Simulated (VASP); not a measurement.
Input of a VASP 6.6.1 run:

The input INCAR:

```
SYSTEM = Zr
  PREC = Accurate
  ENCUT = 520
  EDIFF = 1E-7
  ISMEAR = 0
  SIGMA = 0.05
  LREAL = .FALSE.
  LASPH = .TRUE.
  NELM = 100
  ALGO = Fast
  ISIF = 2
  LWAVE = .FALSE.
  LCHARG = .FALSE.
  GGA = PE
  NBANDS = 19
```

File KPOINTS:

```
regular mesh
0
G
  16 16 10
  0 0 0
```

Contents of POSCAR:

```
Zr
1.0
    3.2263498231      0.0000000000      0.0000000000
   -1.6131749116      2.7941009083      0.0000000000
    0.0000000000      0.0000000000      5.1650432541
Zr
2
Direct
    0.3333333333      0.6666666667      0.2500000000
    0.6666666667      0.3333333333      0.7500000000
```

Potentials or basis: VASP PAW PBE potentials, release 64 (Zr_sv).

Run with:

```console
$ cat potpaw_PBE.64/Zr_sv/POTCAR > POTCAR
$ mpirun -np 1 vasp_std > vasp.out
```

What does it give for the pressure?

0.5 GPa.

Predict the band gap on the k mesh.

zero (band 12 reaches 9.90 eV, above the bottom of band 13 at 8.72 eV).
